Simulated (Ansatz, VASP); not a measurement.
Si3N4 in VASP and in Ansatz

INCAR

```
SYSTEM = Si3N4
PREC     = Accurate       ! precision mode
ENCUT    = 520            ! plane-wave cutoff, eV
EDIFF    = 1E-6           ! SCF threshold, eV
ISMEAR   = -1             ! smearing method
SIGMA    = 0.02           ! smearing width, eV
LREAL    = .FALSE.        ! projectors in reciprocal space
LASPH    = .TRUE.         ! aspherical terms in the spheres
NELM     = 80             ! most SCF steps
ALGO     = Normal         ! electronic algorithm
ISIF     = 2              ! what is computed and relaxed
LWAVE    = .FALSE.        ! write WAVECAR
LCHARG   = .FALSE.        ! write CHGCAR
GGA      = PE             ! functional
NBANDS   = 45             ! bands
```

Contents of KPOINTS:

```
Automatic mesh
0
G
  6 6 8
  0 0 0
```

Contents of POSCAR:

```
Si3N4
1.0
    7.6056640558      0.0000000000      0.0000000000
   -3.8028320279      6.5866982850      0.0000000000
    0.0000000000      0.0000000000      2.8184770724
Si N
6 8
Direct
    0.2322582404      0.8249089166      0.7500000000
    0.4073493238      0.2322582404      0.2500000000
    0.8249089166      0.5926506762      0.2500000000
    0.1750910834      0.4073493238      0.7500000000
    0.5926506762      0.7677417596      0.7500000000
    0.7677417596      0.1750910834      0.2500000000
    0.3333333333      0.6666666667      0.7500000000
    0.6666666667      0.3333333333      0.2500000000
    0.9719836334      0.6699697543      0.7500000000
    0.3020138792      0.9719836334      0.2500000000
    0.6699697543      0.6979861208      0.2500000000
    0.3300302457      0.3020138792      0.7500000000
    0.0280163666      0.3300302457      0.2500000000
    0.6979861208      0.0280163666      0.7500000000
```

Input for Ansatz:

```yaml
crystal:
  lattice:
    - [7.6056640558, 0.0, 0.0]
    - [-3.8028320279, 6.586698285, 0.0]
    - [0.0, 0.0, 2.8184770724]
  atoms:
    - { symbol: Si, position: [0.2322582404, 0.8249089166, 0.75] }
    - { symbol: Si, position: [0.4073493238, 0.2322582404, 0.25] }
    - { symbol: Si, position: [0.8249089166, 0.5926506762, 0.25] }
    - { symbol: Si, position: [0.1750910834, 0.4073493238, 0.75] }
    - { symbol: Si, position: [0.5926506762, 0.7677417596, 0.75] }
    - { symbol: Si, position: [0.7677417596, 0.1750910834, 0.25] }
    - { symbol: "N", position: [0.3333333333, 0.6666666667, 0.75] }
    - { symbol: "N", position: [0.6666666667, 0.3333333333, 0.25] }
    - { symbol: "N", position: [0.9719836334, 0.6699697543, 0.75] }
    - { symbol: "N", position: [0.3020138792, 0.9719836334, 0.25] }
    - { symbol: "N", position: [0.6699697543, 0.6979861208, 0.25] }
    - { symbol: "N", position: [0.3300302457, 0.3020138792, 0.75] }
    - { symbol: "N", position: [0.0280163666, 0.3300302457, 0.25] }
    - { symbol: "N", position: [0.6979861208, 0.0280163666, 0.75] }
kpoints:
  mp_grid: { grid: [6, 6, 8] }
  band_path:
    path:
      - [0.0, 0.0, 0.0]
      - [0.5, 0.0, 0.0]
      - [0.3333333333, 0.3333333333, 0.0]
      - [0.0, 0.0, 0.5]
      - [0.5, 0.0, 0.5]
      - [0.3333333333, 0.3333333333, 0.5]
      - [0.0, 0.0, 0.453125]
    npoints: 1
hamiltonian:
  xc: pbe
scf:
  occupations: { method: fermi_dirac, width: 0.02 }
  n_extra_bands: 7
output:
  forces: true
  stress: true
  eigenvalues: true
```

Change from the starting cell: uniaxial_z strain -3.0%.

Alike in both runs: task single point; functional PBE; k mesh 6 × 6 × 8; occupations fermi-dirac, width 0.02 eV; no spin polarisation.

|  | VASP | Ansatz |
| --- | --- | --- |
| version | VASP 6.6.1 | Ansatz 0.2.0 |
| potentials or method | VASP PAW PBE potentials, release 64 (Si, N) | plane waves, PAW |
| plane-wave cutoff (eV) | 520 | 420 |
| valence electrons in the cell | 64 | 64 |

```tsv
	VASP	Ansatz	Ansatz less VASP
gap on the k mesh at the Fermi level (eV)	4.63	4.63	+0.007
pressure (GPa)	14.0	14.3	+0.30
traceless stress, the component that is largest in VASP (GPa)	9.62	9.57	-0.041
rms of the force components (eV/Å)	0.030	0.029	-0.0007
```

Atom by atom the forces differ by 0.003 eV/Å (rms over components). With one functional, cell and mesh, what is left measures potentials, basis and numerics.
